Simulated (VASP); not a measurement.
Runs of VASP 6.6.1 on LiBe. The structure is that of space group Fm-3m (No. 225), or close to it. The cells are those of the table. 

```csv
task,cell,gap on the mesh (eV),pressure (GPa)
single point,"a = 2.793 Å, angles 60.0°, 2 atoms",none,(a)
relaxation of cell and atoms,"relaxed to 40 GPa from a = 3.231 Å, angles 60.0°, 2 atoms",none,39.7
single point,"a = 3.343 Å, angles 60.0°, 2 atoms",none,0.1
relaxation of cell and atoms,"relaxed to 20 GPa from a = 3.231 Å, angles 60.0°, 2 atoms",none,20.0
single point,"a = 2.949 Å, angles 60.0°, 2 atoms",none,21.1
relaxation of cell and atoms,"relaxed from a = 3.231 Å, angles 60.0°, 2 atoms",none,0.1
single point,"a = 2.689 Å, angles 60.0°, 2 atoms",none,62.4
relaxation of cell and atoms,"relaxed to 60 GPa from a = 3.231 Å, angles 60.0°, 2 atoms",none,59.7
```

Alike in all rows: level r2SCAN; potentials or basis VASP PAW PBE potentials, release 64 (Li_sv, Be); no spin polarisation; k mesh 8 × 8 × 8; cutoff (eV) 830; smearing methfessel-paxton 0.1 eV.

Task: Fill in the values left out.

Result: (a) 42.2.

Caveats: the PAW data sets were made with another functional, which shifts forces and pressure a little; the cell stands under pressure (at least some runs); the cell is relaxed towards a set pressure, so the run minimises the enthalpy, not the energy (at least some runs).

A gap of «none» marks levels without a gap at the run's occupations.
